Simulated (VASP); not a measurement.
# ZnO (P6_3mc) in VASP: single point with PBEsol

Aim: the single point of ZnO with PBEsol.

Everything below comes from runs of VASP 6.6.1. Logs are shortened: lines on timing, memory, paths and dates and some standing lists are left out, and cuts for length are marked.

## (1) The cell of the first run

It takes space group P6_3mc (No. 186, hexagonal). Conventional cell: a = 3.231 Å, b = 3.231 Å, c = 5.214 Å, α = 90.00°, β = 90.00°, γ = 120.00°. Zn (site symmetry 3m) has 4 O at 1.97 to 1.98 Å within 2.6 Å. Within 2.6 Å of O (site symmetry 3m) lie 4 Zn at 1.97 to 1.98 Å.

## (2) Single point, PBEsol

INCAR reads:

```
SYSTEM = ZnO
  ALGO = Normal
  EDIFF = 1E-6
  ENCUT = 520
  GGA = PS
  ISIF = 2
  ISMEAR = 0
  LASPH = .True.
  LCHARG = .True.
  LELF = .True.
  LREAL = .False.
  LVHAR = .True.
  LWAVE = .False.
  NBANDS = 26
  NELM = 60
  PREC = Accurate
  SIGMA = 0.02
```

KPOINTS reads:

```
k-points
0
Gamma
  9 9 6
  0 0 0
```

POSCAR reads:

```
ZnO
1.0
    3.2305167509      0.0000000000      0.0000000000
   -1.6152583754      2.7977095737      0.0000000000
    0.0000000000      0.0000000000      5.2139362918
Zn O
2 2
Direct
    0.6666666667      0.3333333333      0.5006385777
    0.3333333333      0.6666666667      0.0006385777
    0.6666666667      0.3333333333      0.8796714223
    0.3333333333      0.6666666667      0.3796714223
```

Potentials or basis: VASP PAW PBE potentials, release 64 (Zn, O).

Run with:

```
$ cat potpaw_PBE.64/Zn/POTCAR potpaw_PBE.64/O/POTCAR > POTCAR
$ mpirun -np 1 vasp_std > vasp.out
```

OUTCAR:

```text
SYSTEM = ZnO
   EDIFF = 1E-6
   ENCUT = 520
   GGA = PS
   ISIF = 2
   ISMEAR = 0
   LASPH = .True.
   LREAL = .False.
   NELM = 60
   PREC = Accurate

 ion  position               nearest neighbor table
   1  0.667  0.333  0.501-   4 1.97   4 1.97   4 1.97   3 1.98
   2  0.333  0.667  0.001-   3 1.97   3 1.97   3 1.97   4 1.98
   3  0.667  0.333  0.880-   2 1.97   2 1.97   2 1.97   1 1.98
   4  0.333  0.667  0.380-   1 1.97   1 1.97   1 1.97   2 1.98

  LATTYP: Found a hexagonal cell.
 ALAT       =     3.2305167509
 C/A-ratio  =     1.6139635525

  Lattice vectors:

 A1 = (   3.2305167509,   0.0000000000,   0.0000000000)
 A2 = (  -1.6152583754,   2.7977095737,   0.0000000000)
 A3 = (   0.0000000000,   0.0000000000,   5.2139362918)

Analysis of symmetry for initial positions (statically):
=====================================================================
 Subroutine PRICEL returns:
 Original cell was already a primitive cell.

 Routine SETGRP: Setting up the symmetry group for a
 hexagonal supercell.

 Subroutine GETGRP returns: Found 12 space group operations
 (whereof  6 operations were pure point group operations)
 out of a pool of 24 trial point group operations.

The static configuration has the point symmetry C_3v.
 The point group associated with its full space group is C_6v.

Analysis of symmetry for dynamics (positions and initial velocities):
=====================================================================
 Subroutine PRICEL returns:
 Original cell was already a primitive cell.

 Routine SETGRP: Setting up the symmetry group for a
 hexagonal supercell.

 Subroutine GETGRP returns: Found 12 space group operations
 (whereof  6 operations were pure point group operations)
 out of a pool of 24 trial point group operations.

The dynamic configuration has the point symmetry C_3v.
 The point group associated with its full space group is C_6v.

 Subroutine INISYM returns: Found 12 space group operations
 (whereof  6 operations are pure point group operations),
 and found     1 'primitive' translations

----------------------------------------------------------------------------------------

                                     Primitive cell

  volume of cell :      47.1238

  direct lattice vectors                    reciprocal lattice vectors
     3.230516751  0.000000000  0.000000000     0.309548000  0.178717621  0.000000000
    -1.615258375  2.797709574  0.000000000     0.000000000  0.357435243  0.000000000
     0.000000000  0.000000000  5.213936292     0.000000000  0.000000000  0.191793674

  length of vectors
     3.230516751  3.230516751  5.213936292     0.357435243  0.357435243  0.191793674

  position of ions in fractional coordinates (direct lattice)
     0.666666667  0.333333333  0.500638578
     0.333333333  0.666666667  0.000638578
     0.666666667  0.333333333  0.879671422
     0.333333333  0.666666667  0.379671422

  ion indices of the primitive-cell ions
   primitive index   ion index
                 1           1
                 2           2
                 3           3
                 4           4

----------------------------------------------------------------------------------------

 KPOINTS: k-points

Automatic generation of k-mesh.
 Grid dimensions read from file:
 generate k-points for:    9    9    6

 Generating k-lattice:

  Cartesian coordinates                     Fractional coordinates (reciprocal lattice)
     0.034394222  0.019857513  0.000000000     0.111111111  0.000000000  0.000000000
     0.000000000  0.039715027  0.000000000     0.000000000  0.111111111  0.000000000
     0.000000000  0.000000000  0.031965612     0.000000000  0.000000000  0.166666667

  Length of vectors
     0.039715027  0.039715027  0.031965612

  Shift w.r.t. Gamma in fractional coordinates (k-lattice)
     0.000000000  0.000000000  0.000000000

 Subroutine IBZKPT returns following result:
 ===========================================

 Found     48 irreducible k-points:

 Following reciprocal coordinates:
            Coordinates               Weight
  0.000000  0.000000  0.000000      1.000000
  0.111111  0.000000  0.000000      6.000000
  0.222222 -0.000000  0.000000      6.000000
  0.333333  0.000000  0.000000      6.000000
  0.444444 -0.000000  0.000000      6.000000
  0.111111  0.111111  0.000000      6.000000
[... 16 lines left out ...]
  0.333333  0.222222  0.166667     24.000000
  0.333333  0.333333  0.166667      4.000000
 [... further k-points ...]
   k-points           NKPTS =     48   k-points in BZ     NKDIM =     48   number of bands    NBANDS=     26
   number of dos      NEDOS =    301   number of ions     NIONS =      4
   total plane-waves  NPLWV =  23040
   dimension x,y,z NGX =    24 NGY =   24 NGZ =   40
   dimension x,y,z NGXF=    48 NGYF=   48 NGZF=   80
   ions per type =               2   2
   NGX,Y,Z   is equivalent  to a cutoff of  12.35, 12.35, 12.75 a.u.
   NGXF,Y,Z  is equivalent  to a cutoff of  24.70, 24.70, 25.51 a.u.
 SYSTEM =  ZnO
   PREC   = accura    normal or accurate (medium, high low for compatibility)
   ISTART =      0    job   : 0-new  1-cont  2-samecut
   ICHARG =      2    charge: 1-file 2-atom 10-const
   ISPIN  =      1    spin polarized calculation?
   LNONCOLLINEAR =      F non collinear calculations
   LSORBIT =      F    spin-orbit coupling
   LASPH  =      T    aspherical Exc in radial PAW
   ENCUT  =  520.0 eV  38.22 Ry    6.18 a.u.   6.01  6.01  9.69*2*pi/ulx,y,z
   NELM   =     60;   NELMIN=  2; NELMDL= -5     # of ELM steps
   EDIFF  = 0.1E-05   stopping-criterion for ELM
   LREAL  =      F    real-space projection
   EDIFFG = 0.1E-04   stopping-criterion for IOM
   NSW    =      0    number of steps for IOM
   IBRION =     -1    ionic relax: 0-MD 1-quasi-New 2-CG
   NFREE  =      0    steps in history (QN), initial steepest desc. (CG)
   ISIF   =      2    stress and relaxation
   ISYM   =      2    0-nonsym 1-usesym 2-fastsym
   POTIM  = 0.5000    time-step for ionic-motion
   TEBEG  =    0.0;   TEEND  =   0.0 temperature during run
   PSTRESS=    0.0 pullay stress
   NELECT =      36.0000    total number of electrons
   NUPDOWN=      -1.0000    fix difference up-down
   EMIN   =  10.00;   EMAX   =-10.00  energy-range for DOS
   EFERMI =   0.00;   METHOD = LEGACY
   ISMEAR =     0;   SIGMA  =   0.02  broadening in eV -4-tet -1-fermi 0-gaus
   EFERMI_NEDOS =   21; number of points for ismear=-14 and -15
   IALGO  =     38    algorithm
   IMIX   =      4    mixing-type and parameters
     AMIX     =   0.40;   BMIX     =  1.00
     AMIX_MAG =   1.60;   BMIX_MAG =  1.00
  volume/ion in A,a.u.               =      11.78        79.50
  Fermi-wavevector in a.u.,A,eV,Ry     =   1.496565  2.828098 30.473056  2.239706
  Thomas-Fermi vector in A             =   2.608565
   LORBIT       =      0    0 simple, 1 ext, 2 COOP (PROOUT), +10 PAW based schemes
   GGA     = PS    functional components
   LHFCALC =     F    Hartree Fock is set to
   AEXX    =    0.0000 exact exchange contribution
   IVDW    =     0    specifies the selected vdW correction
   LEPSILON=     F    determine dielectric tensor
   LRPA    =     F    only Hartree local field effects (RPA)
 non-spin polarized calculation
 Gauss-broadening in eV      SIGMA  =   0.02
  energy-cutoff  :      520.00
  volume of cell :       47.12
 maximum number of plane-waves:      1290
   NGX = 13   NGY = 13   NGZ = 19

 number of electron      36.0000015 magnetization

 Free energy of the ion-electron system (eV)
  ---------------------------------------------------
  ext. energy  EPLUGINS =         0.00000000
  ---------------------------------------------------
  free energy    TOTEN  =       -19.41051001 eV

  energy without entropy =      -19.41051001  energy(sigma->0) =      -19.41051001

 E-fermi :   1.2352     XC(G=0): -11.2400

 val. band max:        1.1462999604   @ k =   0.0000   0.0000   0.0000
 cond. band min:       1.8354961280   @ k =   0.0000   0.0000   0.0000
 fundamental gap:      0.6891961676
 Fermi energy:         1.2352156126

 k-point     1 :       0.0000    0.0000    0.0000
  band No.  band energies     occupation
      1     -16.9822      2.00000
      2     -16.2268      2.00000
      3      -4.6620      2.00000
      4      -4.6223      2.00000
      5      -4.6223      2.00000
      6      -4.5776      2.00000
[... 18 lines left out ...]
     25      15.2622      0.00000
     26      15.2623      0.00000

 k-point     2 :       0.1111    0.0000    0.0000
  band No.  band energies     occupation
      1     -16.9116      2.00000
      2     -16.1953      2.00000
      3      -4.7115      2.00000
      4      -4.5826      2.00000
      5      -4.5558      2.00000
      6      -4.5360      2.00000
[... 18 lines left out ...]
     25      15.2282      0.00000
     26      15.4110      0.00000

 k-point     3 :       0.2222   -0.0000    0.0000
  band No.  band energies     occupation
      1     -16.7228      2.00000
      2     -16.1197      2.00000
      3      -4.8769      2.00000
      4      -4.5366      2.00000
      5      -4.4896      2.00000
      6      -4.3969      2.00000
[... 18 lines left out ...]
     25      14.5228      0.00000
     26      15.3694      0.00000

 k-point     4 :       0.3333    0.0000    0.0000
  band No.  band energies     occupation
      1     -16.4823      2.00000
      2     -16.0491      2.00000
      3      -4.9722      2.00000
      4      -4.6007      2.00000
      5      -4.4052      2.00000
      6      -4.2176      2.00000
[... 18 lines left out ...]
     25      14.4895      0.00000
     26      15.1998      0.00000

 k-point     5 :       0.4444   -0.0000    0.0000
  band No.  band energies     occupation
      1     -16.2930      2.00000
      2     -16.0289      2.00000
      3      -4.9197      2.00000
      4      -4.6938      2.00000
      5      -4.3660      2.00000
      6      -4.0384      2.00000
[... 18 lines left out ...]
     25      14.2935      0.00000
     26      15.3337      0.00000

 k-point     6 :       0.1111    0.1111    0.0000
  band No.  band energies     occupation
      1     -16.7816      2.00000
      2     -16.1418      2.00000
      3      -4.7968      2.00000
      4      -4.6034      2.00000
      5      -4.4766      2.00000
      6      -4.4449      2.00000
[... 427 lines left out ...]
 k-point    21 :       0.4444    0.1111    0.1667
  band No.  band energies     occupation
      1     -16.2200      2.00000
      2     -16.0428      2.00000
      3      -4.8769      2.00000
      4      -4.7119      2.00000
      5      -4.3673      2.00000
      6      -4.0790      2.00000
[... 18 lines left out ...]
     25      13.8629      0.00000
     26      15.0401      0.00000

 k-point    22 :       0.2222    0.2222    0.1667
  band No.  band energies     occupation
      1     -16.3418      2.00000
      2     -16.0492      2.00000
      3      -4.8031      2.00000
      4      -4.7099      2.00000
      5      -4.3284      2.00000
      6      -4.2862      2.00000
[... 18 lines left out ...]
     25      12.9482      0.00000
     26      16.2142      0.00000

 k-point    23 :       0.3333    0.2222    0.1667
  band No.  band energies     occupation
      1     -16.1869      2.00000
      2     -16.0429      2.00000
      3      -4.7320      2.00000
      4      -4.5394      2.00000
      5      -4.3590      2.00000
      6      -4.1682      2.00000
[... 18 lines left out ...]
     25      13.7324      0.00000
     26      15.2878      0.00000

 k-point    24 :       0.3333    0.3333    0.1667
  band No.  band energies     occupation
      1     -16.0874      2.00000
      2     -16.0874      2.00000
      3      -4.6565      2.00000
      4      -4.3876      2.00000
      5      -4.3876      2.00000
      6      -4.0588      2.00000
[... 18 lines left out ...]
     25      14.4030      0.00000
     26      15.5096      0.00000

 [... further k-points ...]
[... 5 lines left out ...]
  --------------------------------------------------------------------------------------
  -------------------------------------------------------------------------------------
  Total        0.2125472      0.2125472      0.2154910      0.0000000      0.0000000      0.0000000
  in kB        7.2264611      7.2264611      7.3265463      0.0000000      0.0000000      0.0000000
  external PRESSURE =       7.2598229 kB  Pullay stress =       0.0000000 kB

 VOLUME and BASIS-vectors are now :
 -----------------------------------------------------------------------------
  energy-cutoff  :      520.00
  volume of cell :       47.12
      direct lattice vectors                 reciprocal lattice vectors
     3.230516751  0.000000000  0.000000000     0.309548000  0.178717621  0.000000000
    -1.615258375  2.797709574  0.000000000     0.000000000  0.357435243  0.000000000
     0.000000000  0.000000000  5.213936292     0.000000000  0.000000000  0.191793674

 POSITION                                       TOTAL-FORCE (eV/Angst)
 -----------------------------------------------------------------------------------
      1.61526      0.93257      2.61030         0.000000     -0.000000      0.002607
     -0.00000      1.86514      0.00333         0.000000      0.000000      0.002607
      1.61526      0.93257      4.58655         0.000000      0.000000     -0.002607
     -0.00000      1.86514      1.97958        -0.000000      0.000000     -0.002607
 -----------------------------------------------------------------------------------
    total drift:                               -0.000000      0.000000      0.000814

  FREE ENERGIE OF THE ION-ELECTRON SYSTEM (eV)
  ---------------------------------------------------
  free  energy   TOTEN  =       -19.4105100056 eV

  energy  without entropy=      -19.4105100056  energy(sigma->0) =      -19.41051001
```

Run time: 27 s. Hardware: 1 thread of Intel Xeon 6975P-C (Granite Rapids), shared host; peak memory 0.18 GiB.

What came out:

| Property | Result |
| --- | --- |
| Free energy | -19.4105 eV |
| Pressure | 0.7 GPa |
| Band gap on the k mesh | 0.69 eV, direct |

Forces in eV/Å, atoms in the order of the input:
```
Zn   0.000  0.000  0.003
Zn   0.000  0.000  0.003
O    0.000  0.000 -0.003
O    0.000  0.000 -0.003
```

Caveat: the PAW data sets were made with another functional, which shifts forces and pressure a little. Expect the measured gap to be larger: semilocal functionals such as PBEsol lack the derivative discontinuity.
